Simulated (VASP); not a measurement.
**SiO2 (Cristobalite): single point with PBE**

The system is SiO2 (Cristobalite).

```xyz
12
Lattice="4.9820 0.0000 0.0000 0.0000 4.9820 0.0000 0.0000 0.0000 6.9630" Properties=species:S:1:pos:R:3 pbc="T T T"
Si    3.9805    1.0015    5.2222
Si    3.4925    3.4925    3.4815
Si    1.0015    3.9805    1.7408
Si    1.4895    1.4895    0.0000
O     0.5155    1.1951    5.7227
O     1.2959    3.0065    0.5004
O     4.4665    3.7869    2.2412
O     3.6861    1.9755    3.9819
O     3.0065    1.2959    6.4626
O     3.7869    4.4665    4.7218
O     1.9755    3.6861    2.9811
O     1.1951    0.5155    1.2403
```

```yaml
Program: VASP 6.6.1
Task: single point
Functional: PBE
Potentials_or_basis: VASP PAW PBE potentials, release 64 (Si, O)
Cutoff: 600 eV
k_mesh: 6 × 6 × 4
Occupations: gaussian, width 0.012 eV
Spin: no spin polarisation
```

```yaml
Pressure: 6.2 GPa
Largest_force: 0.402 eV/Å
Band_gap_on_the_k_mesh: 5.76 eV, direct
```

Forces on the atoms (eV/Å):
```
Si   0.119 -0.119  0.000
Si  -0.119 -0.119  0.000
Si  -0.119  0.119  0.000
Si   0.119  0.119  0.000
O    0.089 -0.079 -0.384
O    0.079  0.089 -0.384
O   -0.089  0.079 -0.384
O   -0.079 -0.089 -0.384
O    0.089  0.079  0.384
O    0.079 -0.089  0.384
O   -0.089 -0.079  0.384
O   -0.079  0.089  0.384
```

Stress tensor (GPa, compression positive):
```
5.98 0.00 0.00
0.00 5.98 0.00
0.00 0.00 6.59
```

Levels at points of the mesh, in eV from the valence-band top:
| k point | band 30 | band 31 | band 32 | band 33 | band 34 | band 35 |
| --- | --- | --- | --- | --- | --- | --- |
| (0.00, 0.00, 0.00) | -0.27 | -0.27 | 0.00 | 5.76 | 8.87 | 8.87 |
| (0.50, 0.00, 0.00) | -0.65 | -0.47 | -0.47 | 7.81 | 7.81 | 9.32 |
| (0.50, 0.50, 0.00) | -0.60 | -0.55 | -0.55 | 8.77 | 8.77 | 8.91 |
| (0.00, 0.00, 0.50) | -0.51 | -0.39 | -0.39 | 7.00 | 7.00 | 9.51 |
| (0.50, 0.00, 0.50) | -0.94 | -0.17 | -0.17 | 8.14 | 8.14 | 8.97 |
| (0.50, 0.50, 0.50) | -0.64 | -0.64 | -0.64 | 9.29 | 9.29 | 9.29 |

It took 3.5 min on 1 thread of Intel(R) Xeon(R) Platinum 8259CL CPU @ 2.50GHz (Skylake/Cascade Lake), with other jobs on the host, peak memory 0.39 GiB.

A k mesh can miss the band edges. As with any semilocal functional, this PBE gap is likely too small.
